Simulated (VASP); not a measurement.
# CoO in VASP: a series of runs, part 2 of 3

VASP 6.6.1. Earlier steps stand in the parts before.

**3. Single point, PBE, collinear spin, ferromagnetic start (atoms moved at random)**

File INCAR:

```
  ALGO = Normal
  EDIFF = 1E-6
  ENCUT = 520
  GGA = PE
  ISIF = 2
  ISMEAR = -1
  ISPIN = 2
  LASPH = True
  LCHARG = False
  LMAXMIX = 4
  LORBIT = 11
  LREAL = False
  LWAVE = False
  MAGMOM = 2 0
  NBANDS = 18
  NELM = 150
  PREC = Accurate
  SIGMA = 0.05
```

File KPOINTS:

```
k-points
0
Gamma
  11 11 10
```

File POSCAR:

```
CoO
1.0
    2.8284500000      0.0000000000      0.0000000000
   -1.4142300000      2.4495100000      0.0000000000
    0.0000000000      0.0000000000      2.7217200000
Co O
1 1
Direct
    0.0326350000      0.0325580000      0.5050160000
    0.6565580000      0.3317920000     -0.0039670000
```

Potentials or basis: VASP PAW PBE potentials, release 64 (Co, O).

On the command line:

```sh
$ cat potpaw_PBE.64/Co/POTCAR potpaw_PBE.64/O/POTCAR > POTCAR
$ mpirun -np 1 vasp_std > vasp.out
```

OUTCAR:

```text
EDIFF = 1E-6
   ENCUT = 520
   GGA = PE
   ISIF = 2
   ISMEAR = -1
   ISPIN = 2
   LASPH = True
   LORBIT = 11
   LREAL = False
   NELM = 150
   PREC = Accurate

 ion  position               nearest neighbor table
   1  0.033  0.033  0.505-   2 2.03   2 2.06   2 2.13   2 2.16   2 2.18   2 2.21
   2  0.657  0.332  0.996-   1 2.03   1 2.06   1 2.13   1 2.16   1 2.18   1 2.21

  LATTYP: Found a hexagonal cell.
 ALAT       =     2.8284500000
 C/A-ratio  =     0.9622655518

  Lattice vectors:

 A1 = (   2.8284500000,   0.0000000000,   0.0000000000)
 A2 = (  -1.4142300000,   2.4495100000,   0.0000000000)
 A3 = (   0.0000000000,   0.0000000000,   2.7217200000)

Analysis of symmetry for initial positions (statically):
=====================================================================
 Subroutine PRICEL returns:
 Original cell was already a primitive cell.

 Routine SETGRP: Setting up the symmetry group for a
 hexagonal supercell.

 Subroutine GETGRP returns: Found  1 space group operations
 (whereof  1 operations were pure point group operations)
 out of a pool of 24 trial point group operations.

The static configuration has the point symmetry C_1 .

Analysis of symmetry for dynamics (positions and initial velocities):
=====================================================================
 Subroutine PRICEL returns:
 Original cell was already a primitive cell.

 Routine SETGRP: Setting up the symmetry group for a
 hexagonal supercell.

 Subroutine GETGRP returns: Found  1 space group operations
 (whereof  1 operations were pure point group operations)
 out of a pool of 24 trial point group operations.

The dynamic configuration has the point symmetry C_1 .

Analysis of structural, dynamic, and magnetic symmetry:
=====================================================================
 Subroutine PRICEL returns:
 Original cell was already a primitive cell.

 Routine SETGRP: Setting up the symmetry group for a
 hexagonal supercell.

 Subroutine GETGRP returns: Found  1 space group operations
[... 138 lines left out ...]
 NGX is ok and might be reduce to    24
   NGX = 11   NGY = 11   NGZ = 11

 number of electron      15.0000000 magnetization       2.9992457

 Free energy of the ion-electron system (eV)
  ---------------------------------------------------
  ext. energy  EPLUGINS =         0.00000000
  ---------------------------------------------------
  free energy    TOTEN  =       -12.91816989 eV

  energy without entropy =      -12.89372465  energy(sigma->0) =      -12.90594727

 E-fermi :   8.2150     XC(G=0): -12.5691

 val. band max:        8.2140334553   @ k =  -0.2727  -0.4545   0.1000
 cond. band min:       8.2151971312   @ k =   0.0000   0.2727   0.2000
 fundamental gap:      0.0011636759
 Fermi energy:         8.2149795231

 spin component 1

 k-point     1 :       0.0000    0.0000    0.0000
  band No.  band energies     occupation
      1     -12.3166      1.00000
      2       3.1253      1.00000
      3       3.3046      1.00000
      4       3.8525      1.00000
      5       4.4443      1.00000
      6       5.3164      1.00000
[... 493 lines left out ...]
     17      36.3167      0.00000
     18      37.1378      0.00000

 [... further k-points ...]

 spin component 2

 k-point     1 :       0.0000    0.0000    0.0000
  band No.  band energies     occupation
      1     -11.6666      1.00000
      2       4.4938      1.00000
      3       4.5632      1.00000
      4       5.1534      1.00000
      5       5.6534      1.00000
      6       8.4487      0.00925
[... 493 lines left out ...]
     17      36.9282      0.00000
     18      37.3797      0.00000

 [... further k-points ...]
[... 5 lines left out ...]
  --------------------------------------------------------------------------------------
  -------------------------------------------------------------------------------------
  Total        0.1777951      0.0269060      0.0898157      0.0804186      0.0402206      0.0458741
  in kB       15.1063358      2.2860672      7.6311756      6.8327560      3.4173420      3.8976876
  external PRESSURE =       8.3411929 kB  Pullay stress =       0.0000000 kB

 VOLUME and BASIS-vectors are now :
 -----------------------------------------------------------------------------
  energy-cutoff  :      520.00
  volume of cell :       18.86
      direct lattice vectors                 reciprocal lattice vectors
     2.828450000  0.000000000  0.000000000     0.353550531  0.204123179  0.000000000
    -1.414230000  2.449510000  0.000000000     0.000000000  0.408244914  0.000000000
     0.000000000  0.000000000  2.721720000     0.000000000  0.000000000  0.367414723

 POSITION                                       TOTAL-FORCE (eV/Angst)
 -----------------------------------------------------------------------------------
      0.04626      0.07975      1.37451        -0.256947     -0.273622     -0.061168
      1.38781      0.81273      2.71092         0.256947      0.273622      0.061168
 -----------------------------------------------------------------------------------
    total drift:                               -0.000026     -0.000016     -0.000312

  FREE ENERGIE OF THE ION-ELECTRON SYSTEM (eV)
  ---------------------------------------------------
  free  energy   TOTEN  =       -12.9181698885 eV

  energy  without entropy=      -12.8937246517  energy(sigma->0) =      -12.90594727

 total charge

# of ion       s       p       d       tot
------------------------------------------
    1        0.313   0.398   7.148   7.859
    2        1.564   3.407   0.000   4.971
--------------------------------------------------
tot          1.876   3.805   7.148  12.829

 magnetization (x)

# of ion       s       p       d       tot
------------------------------------------
    1        0.007   0.009   2.531   2.547
    2        0.026   0.379   0.000   0.405
--------------------------------------------------
tot          0.033   0.388   2.531   2.952
```

Run time: 4.5 min. Hardware: 1 thread of Intel Xeon 6975P-C, shared host; peak memory 0.4 GiB.

Results:

| Quantity | Value |
| --- | --- |
| Free energy | -12.9182 eV |
| Pressure | 0.8 GPa |
| Largest force | 0.380 eV/Å |
| Band gap on the k mesh | zero (filled and empty bands overlap) |
| Net moment | 3.00 μB per cell |
| Site moments | Co +2.55; O +0.41 μB |
| Valence electrons inside the program's atomic spheres | Co 7.86; O 4.97 |

Forces in eV/Å, atoms in the order of the input:
```
Co  -0.257 -0.274 -0.061
O    0.257  0.274  0.061
```

Levels at points of the mesh, in eV from the Fermi level:
Spin up:
```
           k point  band 6  band 7  band 8  band 9  band 10  band 11  band 12  band 13
(0.00, 0.00, 0.00)   -2.90   -2.81   -1.19   -0.91     0.75    14.67    15.86    16.55
(0.00, 0.00, 0.50)   -3.18   -2.19   -1.74   -0.78     6.85     6.95    21.16    21.27
```
Spin down:
| k point | band 3 | band 4 | band 5 | band 6 | band 7 | band 8 | band 9 | band 10 |
| --- | --- | --- | --- | --- | --- | --- | --- | --- |
| (0.00, 0.00, 0.00) | -3.65 | -3.06 | -2.56 | 0.23 | 0.29 | 0.44 | 1.04 | 1.46 |
| (0.00, 0.00, 0.50) | -3.48 | -2.55 | -1.13 | -0.88 | -0.08 | 0.42 | 1.45 | 7.39 |

Caveat: the cell differs from its parent crystal (atoms moved at random); a cell with one magnetic atom can't hold antiferromagnetic order, which such compounds often take; semilocal functionals often make such compounds metallic where correlation or magnetic order opens a gap, which also shifts bond lengths.

**4. Single point, PBE**

This run uses another cell than the first one, of 9.43 Å³/atom, 0.962 times its volume.

File INCAR:

```
  PREC = Accurate
  ENCUT = 520
  EDIFF = 1E-7
  ISMEAR = -1
  SIGMA = 0.05
  LREAL = F
  LASPH = T
  NELM = 60
  ALGO = Normal
  ISIF = 2
  LWAVE = F
  LCHARG = T
  GGA = PE
  LELF = T
  LVHAR = T
  NBANDS = 14
```

File KPOINTS:

```
Automatic mesh
0
Gamma
  11 11 10
```

File POSCAR:

```
CoO
1.0
    2.8284500000      0.0000000000      0.0000000000
   -1.4142300000      2.4495100000      0.0000000000
    0.0000000000      0.0000000000      2.7217200000
Co O
1 1
Direct
    0.0000000000      0.0000000000      0.5000000000
    0.6666700000      0.3333300000      0.0000000000
```

On the command line:

```sh
$ cat potpaw_PBE.64/Co/POTCAR potpaw_PBE.64/O/POTCAR > POTCAR
$ mpirun -np 1 vasp_std > vasp.out
```

Run time: 96 s. Hardware: 1 thread of AMD EPYC 7R13, shared host; peak memory 0.15 GiB.

The run converged. Its results:

- Free energy: -12.3718 eV
- Pressure: -12.4 GPa

Stress tensor (GPa, compression positive):
```
-11.75   0.00   0.00
  0.00 -11.75   0.00
  0.00   0.00 -13.77
```

Levels at points of the mesh, in eV from the Fermi level:
| k point | band 5 | band 6 | band 7 | band 8 | band 9 | band 10 | band 11 | band 12 |
| --- | --- | --- | --- | --- | --- | --- | --- | --- |
| (0.00, 0.00, 0.00) | -2.73 | -0.55 | -0.55 | 0.22 | 0.22 | 1.19 | 15.20 | 16.73 |
| (0.00, 0.00, 0.50) | -1.36 | -1.36 | -0.40 | 0.10 | 0.10 | 7.26 | 7.28 | 22.11 |

Caveat: an odd number of electrons without spin polarisation forces a metal; a magnetic or distorted state may lie lower; the run has no spin polarisation, though such a crystal can be magnetic; semilocal functionals often make such compounds metallic where correlation or magnetic order opens a gap, which also shifts bond lengths. Spin polarisation is off, so any magnetic state and its effect on volume and gap are missing.

(Part 2 of 3 ends here.)
